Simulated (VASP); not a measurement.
# Mg (P6_3/mmc) in VASP: elastic constants with PBE

Aim: the elastic constants of Mg with PBE.

Everything below comes from runs of VASP 6.6.1. Logs are shortened: lines on timing, memory, paths and dates and some standing lists are left out, and cuts for length are marked.

## 1. The cell of the first run

Symmetry: P6_3/mmc, No. 194, hexagonal system. Conventional cell: a = 3.207 Å, b = 3.207 Å, c = 5.163 Å, α = 90.00°, β = 90.00°, γ = 120.00°. Within 4.2 Å of Mg (site symmetry -6m2) lie 12 Mg at 3.18 to 3.21 Å.

## 2. Elastic constants, PBE

File INCAR:

```
PREC = Accurate ; ENCUT = 600
EDIFF = 1E-8 ; ISMEAR = -1
SIGMA = 0.15 ; LREAL = False
LASPH = True ; NELM = 80
ALGO = Fast ; ISIF = 3
LWAVE = False ; LCHARG = False
GGA = PE ; NBANDS = 9
IBRION = 6 ; NFREE = 2
POTIM = 0.015 ; NSW = 1
```

File KPOINTS:

```
regular mesh
0
Gamma
  15 15 8
```

File POSCAR:

```
Mg
1.0
    3.2067996307      0.0000000000      0.0000000000
   -1.6033998153      2.7771699450      0.0000000000
    0.0000000000      0.0000000000      5.1631669609
Mg
2
Direct
    0.3333333333      0.6666666667      0.2500000000
    0.6666666667      0.3333333333      0.7500000000
```

Potentials or basis: VASP PAW PBE potentials, release 64 (Mg).

Run with:

```
cat potpaw_PBE.64/Mg/POTCAR > POTCAR
mpirun -np 1 vasp_std > vasp.out
```

OUTCAR:

```text
PREC = Accurate
   ENCUT = 600
   EDIFF = 1E-8
   ISMEAR = -1
   LREAL = False
   LASPH = True
   NELM = 80
   ISIF = 3
   GGA = PE
   IBRION = 6
   NFREE = 2
   POTIM = 0.015
   NSW = 1

 ion  position               nearest neighbor table
   1  0.333  0.667  0.250-   2 3.18   2 3.18   2 3.18   2 3.18   2 3.18   2 3.18
   2  0.667  0.333  0.750-   1 3.18   1 3.18   1 3.18   1 3.18   1 3.18   1 3.18

  LATTYP: Found a hexagonal cell.
 ALAT       =     3.2067996307
 C/A-ratio  =     1.6100684656

  Lattice vectors:

 A1 = (   3.2067996307,   0.0000000000,   0.0000000000)
 A2 = (  -1.6033998153,   2.7771699450,   0.0000000000)
 A3 = (   0.0000000000,   0.0000000000,   5.1631669609)

Analysis of symmetry for initial positions (statically):
=====================================================================
 Subroutine PRICEL returns:
 Original cell was already a primitive cell.

 Routine SETGRP: Setting up the symmetry group for a
 hexagonal supercell.

 Subroutine GETGRP returns: Found 24 space group operations
 (whereof 12 operations were pure point group operations)
 out of a pool of 24 trial point group operations.

The static configuration has the point symmetry D_3d.
 The point group associated with its full space group is D_6h.

Analysis of symmetry for dynamics (positions and initial velocities):
=====================================================================
 Subroutine PRICEL returns:
 Original cell was already a primitive cell.

 Routine SETGRP: Setting up the symmetry group for a
 hexagonal supercell.

 Subroutine GETGRP returns: Found 24 space group operations
 (whereof 12 operations were pure point group operations)
[... 643 lines left out ...]

  FORCE on cell =-STRESS in cart. coord.  units (eV):
  Direction    XX          YY          ZZ          XY          YZ          ZX
  --------------------------------------------------------------------------------------
  -------------------------------------------------------------------------------------
  Total       -0.0325023     -0.0325023     -0.0318085     -0.0000000      0.0000000      0.0000000
  in kB       -1.1324906     -1.1324906     -1.1083168     -0.0000000      0.0000000      0.0000000
  external PRESSURE =      -1.1244327 kB  Pullay stress =       0.0000000 kB
[... 17 lines left out ...]
  FREE ENERGIE OF THE ION-ELECTRON SYSTEM (eV)
  ---------------------------------------------------
  free  energy   TOTEN  =        -3.0437070478 eV

  energy  without entropy=       -2.9828195533  energy(sigma->0) =       -3.01326330

 INTERNAL STRAIN TENSORS FROM STRAINED CELLS
 ============================================

 INTERNAL STRAIN TENSOR FOR ION    1 for displacements in x,y,z  (eV/Angst):
          X           Y           Z          XY          YZ          ZX
  --------------------------------------------------------------------------------
  x    -0.00000     0.00000    -0.00000    -0.80852     0.00000     0.00000
  y    -0.81025     0.81273     0.00000    -0.00002     0.00000     0.00001
  z     0.00000     0.00000     0.00000    -0.00000    -0.00651     0.00000

 INTERNAL STRAIN TENSORS FROM DISPLACED ATOMS
 ============================================

 INTERNAL STRAIN TENSOR FOR ION    1 for displacements in x,y,z  (eV/Angst):
          X           Y           Z          XY          YZ          ZX
  --------------------------------------------------------------------------------
  x    -0.00000     0.00000     0.00000    -0.80977     0.00000     0.00000
  y    -0.80977     0.80977     0.00000     0.00000     0.00000     0.00000
  z    -0.00000     0.00000     0.00000     0.00000     0.00000    -0.00000

 INTERNAL STRAIN TENSOR FOR ION    2 for displacements in x,y,z  (eV/Angst):
          X           Y           Z          XY          YZ          ZX
  --------------------------------------------------------------------------------
  x     0.00000    -0.00000    -0.00000     0.80977     0.00000     0.00000
  y     0.80977    -0.80977    -0.00000    -0.00000     0.00000     0.00000
  z     0.00000    -0.00000    -0.00000     0.00000     0.00000     0.00000

 Eigenvectors and eigenvalues of the dynamical matrix
 ----------------------------------------------------

   1 f  =    7.466486 THz    46.913313 2PiTHz  249.055153 cm-1    30.878890 meV
             X         Y         Z           dx          dy          dz
     -0.000000  1.851447  1.290792    -0.000000    0.000000    0.707107
      1.603400  0.925723  3.872375     0.000000   -0.000000   -0.707107
[... 11 lines left out ...]
   4 f  =    0.000000 THz     0.000000 2PiTHz    0.000001 cm-1     0.000000 meV
             X         Y         Z           dx          dy          dz
     -0.000000  1.851447  1.290792     0.655793   -0.254859    0.070584
      1.603400  0.925723  3.872375     0.655793   -0.254859    0.070584

   5 f/i=    0.000000 THz     0.000000 2PiTHz    0.000002 cm-1     0.000000 meV
             X         Y         Z           dx          dy          dz
     -0.000000  1.851447  1.290792    -0.231521   -0.462095    0.482562
      1.603400  0.925723  3.872375    -0.231521   -0.462095    0.482562

   6 f/i=    0.000000 THz     0.000000 2PiTHz    0.000002 cm-1     0.000000 meV
             X         Y         Z           dx          dy          dz
     -0.000000  1.851447  1.290792     0.127800    0.470654    0.512008
      1.603400  0.925723  3.872375     0.127800    0.470654    0.512008

--------------------------------------------------------------------------------------------------------

 ELASTIC MODULI CONTR FROM IONIC RELAXATION (kBar)
 Direction    XX          YY          ZZ          XY          YZ          ZX
 --------------------------------------------------------------------------------
 XX         -31.9446     31.9446      0.0000     -0.0000      0.0000     -0.0000
 YY          31.9446    -31.9446     -0.0000     -0.0000      0.0000      0.0000
 ZZ           0.0000     -0.0000     -0.0000      0.0000      0.0000      0.0000
 XY          -0.0000     -0.0000      0.0000    -31.9446      0.0000     -0.0000
 YZ           0.0000      0.0000      0.0000      0.0000      0.0000      0.0000
 ZX          -0.0000      0.0000      0.0000     -0.0000      0.0000     -0.0000
 --------------------------------------------------------------------------------

 TOTAL ELASTIC MODULI (kBar)
 Direction    XX          YY          ZZ          XY          YZ          ZX
 --------------------------------------------------------------------------------
 XX         620.8170    255.3823    201.4705      0.0000      0.0000     -0.0000
 YY         255.3823    620.8170    201.4705      0.0000      0.0000      0.0000
 ZZ         201.4705    201.4705    674.0952      0.0000      0.0000      0.0000
 XY           0.0000      0.0000      0.0000    182.7174     -0.0000      0.0000
 YZ          -0.0000      0.0000      0.0000      0.0000    180.7042      0.0000
 ZX          -0.0000      0.0000      0.0000      0.0000      0.0000    180.7042
 --------------------------------------------------------------------------------
```

stdout:

```text
POSCAR found type information on POSCAR Mg
 POSCAR found :  1 types and       2 ions
 scaLAPACK will be used
 LDA part: xc-table for (Slater+PW92), standard interpolation
 POSCAR, INCAR and KPOINTS ok, starting setup
 FFT: planning ... GRIDC
 FFT: planning ... GRID_SOFT
 FFT: planning ... GRID
 WAVECAR not read
 entering main loop
 Found     2 degrees of freedom:
 Adding 6 more for cell shape distortion
 Finite differences POTIM= 0.01500 DOF=   8
 bond charge predicted
 Finite differences progress:
 bond charge predicted
 Finite differences progress:
 bond charge predicted
 Finite differences progress:
 bond charge predicted
 Finite differences progress:
 bond charge predicted
 Finite differences progress:
 bond charge predicted
 Finite differences progress:
 bond charge predicted
 Finite differences progress:
 bond charge predicted
 Finite differences progress:
 bond charge predicted
 Finite differences progress:
 bond charge predicted
 Finite differences progress:
 bond charge predicted
 Finite differences progress:
 bond charge predicted
 Finite differences progress:
 bond charge predicted
 Finite differences progress:
 bond charge predicted
 Finite differences progress:
 bond charge predicted
 Finite differences progress:
 bond charge predicted
 Finite differences progress:
```

Wall time 29 min (1 thread of Oxide Virtual Turin-like, shared host); peak memory 0.54 GiB.

What came out:

* Voigt bulk modulus: 36 GPa
* Highest phonon frequency at Γ: 249 cm⁻¹

Phonon frequencies in cm⁻¹ (negative: imaginary):
| q point | frequencies |
| --- | --- |
| (0.000, 0.000, 0.000) | 0 0 0 127 127 249 |

Elastic tensor in Voigt notation (GPa, in the Cartesian axes of the cell as first typed):
```
62 26 20  0  0  0
26 62 20  0  0  0
20 20 67  0  0  0
 0  0  0 18  0  0
 0  0  0  0 18  0
 0  0  0  0  0 18
```

Clamped-ion elastic tensor (GPa):
```
65 22 20  0  0  0
22 65 20  0  0  0
20 20 67  0  0  0
 0  0  0 18  0  0
 0  0  0  0 18  0
 0  0  0  0  0 21
```
